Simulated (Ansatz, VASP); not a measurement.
## MnO: VASP beside Ansatz

```
Mn O
1.0
     2.65445    0.00000    0.00000
     0.00000    2.65445    0.00000
     0.00000    0.00000    2.65445
Mn O
1 1
Direct
  0.00000 0.00000 0.00000
  0.50000 0.50000 0.50000
```

Change from the starting cell: volume scaled by 0.98.

Alike in both runs: task single point; functional PBE; k mesh 10 × 10 × 10; occupations fermi-dirac, width 0.05 eV; collinear spin.

|  | VASP | Ansatz |
| --- | --- | --- |
| version | VASP 6.6.1 | Ansatz 0.2.0 |
| potentials or method | VASP PAW PBE potentials, release 64 (Mn_pv, O), cutoff 520 eV | all-electron LAPW, scalar-relativistic |

Ansatz gave:

| Item | Value |
| --- | --- |
| gap on the k mesh at the Fermi level (eV) | none |
| pressure (GPa) | 5.2 |
| net moment per atom (μB) | 1.97 |
| size of the moment on the site where the two differ most (μB) | 0.10 |

Question: Which values does VASP return?

Answer: gap on the k mesh at the Fermi level (eV): none; pressure (GPa): 5.9; net moment per atom (μB): 1.98; size of the moment on the site where the two differ most (μB): 0.08.

Site moments also hang on the region over which each program counts them. A gap of «none» marks a metal or a gap that the smearing closes. Ansatz ran all-electron here, and VASP with PAW potentials.
